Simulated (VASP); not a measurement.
Wanted: the native input for a VASP 6.6.1 run.

```
Task                   : single point
Functional             : PBE
Potentials or basis    : VASP PAW PBE potentials, release 64 (Li_sv, Se)
Cutoff                 : 750 eV
k mesh                 : 15 × 15 × 15
Occupations            : gaussian, width 0.05 eV
Spin                   : no spin polarisation
Dipole correction      : no
Further INCAR settings : ALGO = Normal; EDIFF = 1e-06; NBANDS = 13
```

The structure of Li2Se lies in POSCAR:

```
Li2Se
1.0
    0.0000000000      3.0031987212      3.0031987212
    3.0031987212      0.0000000000      3.0031987212
    3.0031987212      3.0031987212      0.0000000000
Li Se
2 1
Direct
    0.2500000000      0.2500000000      0.2500000000
    0.7500000000      0.7500000000      0.7500000000
    0.0000000000      0.0000000000      0.0000000000
```

The input as run:

INCAR

```
SYSTEM = Li2Se
PREC     = Accurate       ! precision mode
ENCUT    = 750            ! plane-wave cutoff, eV
EDIFF    = 1E-6           ! SCF threshold, eV
ISMEAR   = 0              ! smearing method
SIGMA    = 0.05           ! smearing width, eV
LREAL    = .FALSE.        ! projectors in reciprocal space
LASPH    = .TRUE.         ! aspherical terms in the spheres
NELM     = 120            ! most SCF steps
ALGO     = Normal         ! electronic algorithm
ISIF     = 2              ! what is computed and relaxed
LWAVE    = .FALSE.        ! write WAVECAR
LCHARG   = .FALSE.        ! write CHGCAR
GGA      = PE             ! functional
NBANDS   = 13             ! bands
GGA_COMPAT= .FALSE.
```

KPOINTS

```
regular mesh
0
G
  15 15 15
  0 0 0
```

Potentials or basis: VASP PAW PBE potentials, release 64 (Li_sv, Se).

Run with:

```bash
$ cat potpaw_PBE.64/Li_sv/POTCAR potpaw_PBE.64/Se/POTCAR > POTCAR
$ mpirun -np 1 vasp_std > vasp.out
```

Results of the run:

The pressure is -0.1 GPa and the band gap on the k mesh is 3.00 eV (least direct gap 3.38 eV).

Caveat: an odd mesh through Γ misses points on the zone boundary, where band edges can lie.

Wall time 3.7 min on 1 thread of Intel(R) Xeon(R) Platinum 8175M CPU @ 2.50GHz (Skylake/Cascade Lake) (shared host), peak memory 0.32 GiB.
